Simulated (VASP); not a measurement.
Cs4Au: relaxation of cell and atoms with PBE

Cs4Au:

```xyz
5
Lattice="-4.6045 4.6045 4.6045 4.6045 -4.6045 4.6045 4.6045 4.6045 -4.6045" Properties=species:S:1:pos:R:3 pbc="T T T"
Cs    2.3023    2.3023   -2.3023
Cs   -2.3023    2.3023    2.3023
Cs    2.3023   -2.3023    2.3023
Cs    2.3023    2.3023    2.3023
Au    0.0000    0.0000    0.0000
```

```json
{"Program": "VASP 6.6.1", "Task": "relaxation of cell and atoms", "Functional": "PBE", "Potentials or basis": "VASP PAW PBE potentials, release 64 (Cs_sv, Au)", "Cutoff": "600 eV", "k mesh": "6 × 6 × 6", "Occupations": "gaussian, width 0.1 eV", "Spin": "no spin polarisation", "Dipole correction": "no", "Further INCAR settings": "ALGO = Fast; EDIFF = 1e-06; IBRION = 2; EDIFFG = -0.01; NSW = 100; ISIF = 3"}
```

The pressure after relaxing is 0.0 GPa.

Final structure:
```yaml
crystal:
  lattice:
    - [-4.60454, 4.60454, 4.60454]
    - [4.60454, -4.60454, 4.60454]
    - [4.60454, 4.60454, -4.60454]
  atoms:
    - { symbol: Cs, position: [0.00000, 0.00000, 0.50000] }
    - { symbol: Cs, position: [0.50000, 0.00000, 0.00000] }
    - { symbol: Cs, position: [0.00000, 0.50000, 0.00000] }
    - { symbol: Cs, position: [0.50000, 0.50000, 0.50000] }
    - { symbol: Au, position: [0.00000, 0.00000, 0.00000] }
```

Levels at points of the mesh, in eV from the Fermi level:
| k point | band 19 | band 20 | band 21 | band 22 | band 23 | band 24 | band 25 | band 26 | band 27 | band 28 |
| --- | --- | --- | --- | --- | --- | --- | --- | --- | --- | --- |
| (0.00, 0.00, 0.00) | -3.51 | -3.47 | -3.47 | -3.45 | -1.07 | 0.25 | 0.25 | 1.60 | 1.87 | 1.88 |
| (0.50, 0.00, 0.00) | -3.45 | -3.45 | -3.42 | -3.00 | -0.67 | -0.01 | 0.47 | 0.78 | 1.12 | 1.52 |
| (0.50, 0.50, 0.50) | -3.42 | -3.42 | -3.42 | -2.65 | -0.26 | -0.26 | -0.26 | 0.72 | 0.79 | 0.82 |

It took 8.7 min on 1 thread of Intel Xeon 6975P-C (shared host), peak memory 0.7 GiB.

Caveat: the relaxation stopped at its first step, so nothing moved; spin-orbit coupling is left out, which moves the levels of the heavy elements.
